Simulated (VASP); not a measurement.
A run of VASP 6.6.1 is set up as follows.

INCAR

```
ALGO = Normal
EDIFF = 1E-7
EDIFFG = -0.01
ENCUT = 500
GGA = PE
GGA_COMPAT = F
IBRION = 2
ISIF = 3
ISMEAR = 0
IVDW = 13
LASPH = T
LCHARG = F
LREAL = F
LWAVE = F
NELM = 120
NELMIN = 4
NSW = 100
PREC = Accurate
PSTRESS = 200.0
SIGMA = 0.01
```

Contents of KPOINTS:

```
k-points
0
Gamma
  5 5 5
```

File POSCAR:

```
CdTe
1.0
    0.0000000000      3.2050000000      3.2050000000
    3.2050000000      0.0000000000      3.2050000000
    3.2050000000      3.2050000000      0.0000000000
Cd Te
1 1
Direct
    0.0000000000      0.0000000000      0.0000000000
    0.2500000000      0.2500000000      0.2500000000
```

Potentials or basis: VASP PAW PBE potentials, release 64 (Cd, Te).

Launch:

```console
$ cat potpaw_PBE.64/Cd/POTCAR potpaw_PBE.64/Te/POTCAR > POTCAR
$ mpirun -np 1 vasp_std > vasp.out
```

Estimate the space group after relaxing (to 0.1 Å).

F-43m (No. 216).

Estimate the relaxed cell.

a = 4.224 Å, b = 4.224 Å, c = 4.224 Å, α = 60.00°, β = 60.00°, γ = 60.00°.

The path:
| step | energy change (eV) | largest force (eV/Å) | pressure (GPa) | volume (Å³) |
| --- | --- | --- | --- | --- |
| 1 | 0.0000 | 0.0000 | 2.43 | 65.84 |
| 2 | 6.2222 | 0.0000 | 112.64 | 37.08 |
| 3 | 0.6160 | 0.0000 | 17.37 | 54.49 |
| 4 | 0.7052 | 0.0000 | 19.05 | 53.71 |
| 5 | 0.7565 | 0.0000 | 20.01 | 53.29 |

Caveat: the cell is relaxed towards a set pressure, so the run minimises the enthalpy, not the energy; the volume moved by over 15 % at a fixed basis, so the end points are rough.
